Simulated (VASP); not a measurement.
Here is a VASP 6.6.1 calculation.

INCAR

```
SYSTEM = NaCl
  PREC = Accurate
  ENCUT = 500
  EDIFF = 1E-6
  ISMEAR = 0
  SIGMA = 0.1
  LREAL = .False.
  LASPH = .True.
  NELM = 200
  ALGO = Normal
  ISIF = 2
  LWAVE = .False.
  LCHARG = .False.
  LDAU = .True.
  LDAUTYPE = 2
  LDAUL = -1 1
  LDAUU = 0 1.3
  LDAUJ = 0 0
  LDAUPRINT = 1
  GGA = PE
  NBANDS = 14
  GGA_COMPAT = .False.
```

The input KPOINTS:

```
Automatic mesh
0
Gamma
  4 4 4
  0 0 0
```

Contents of POSCAR:

```
NaCl
1.0
    3.4055288040      0.0063188646     -0.0186001283
    0.0063188646      3.2860090850      0.0944603201
   -0.0186001283      0.0944603201      3.4384990537
Na Cl
1 1
Direct
    0.0000000000      0.0000000000      0.0000000000
    0.5000000000      0.5000000000      0.5000000000
```

Potentials or basis: VASP PAW PBE potentials, release 64 (Na_pv, Cl).

The run is started by

```console
$ cat potpaw_PBE.64/Na_pv/POTCAR potpaw_PBE.64/Cl/POTCAR > POTCAR
$ mpirun -np 1 vasp_std > vasp.out
```

(1) Predict the pressure.

(2) Estimate the band gap on the k mesh.

## Answers

(1) 3.9 GPa.

(2) 4.25 eV (least direct gap 4.73 eV).

Caveat: the k points lie up to 0.48 Å⁻¹ apart.
